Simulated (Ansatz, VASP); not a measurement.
# AlNi in VASP and in Ansatz

```
Al Ni
1.0
     1.93869   -1.95319    0.00000
     1.93869    1.95319    0.00000
     0.00000    0.00000    3.09943
Al Ni
1 1
Direct
  0.00000 0.00000 0.00000
  0.47421 0.47421 0.50000
```

Change from the starting cell: all Ni atoms moved -0.100 Å, as atom 2 along Cartesian [1 0 0].

Alike in both runs: task single point; functional r2SCAN; k mesh 18 × 18 × 16; occupations gaussian, width 0.15 eV; no spin polarisation.

|  | VASP | Ansatz |
| --- | --- | --- |
| version | VASP 6.6.1 | Ansatz 0.2.0 |
| potentials or method | VASP PAW PBE potentials, release 64 (Al, Ni), cutoff 520 eV | scalar-relativistic, plane waves, PAW |
| valence electrons in the cell | 13 | 21 |

|  | VASP | Ansatz | Ansatz less VASP |
| --- | --- | --- | --- |
| gap on the k mesh at the Fermi level (eV) | none | none | - |
| pressure (GPa) | 1.1 | 1.3 | +0.24 |
| traceless stress, the component that is largest in VASP (GPa) | -4.28 | -4.13 | +0.152 |
| rms of the force components (eV/Å) | 0.365 | 0.363 | -0.0020 |

VASP's potentials were made for PBE, not for r2SCAN. Atom by atom the forces differ by 0.002 eV/Å (rms over components). A gap of «none» marks a metal or a gap that the smearing closes. VASP's potentials hold 13 valence electrons a cell and Ansatz's 21, so a difference there can come from the potentials and not from the codes.
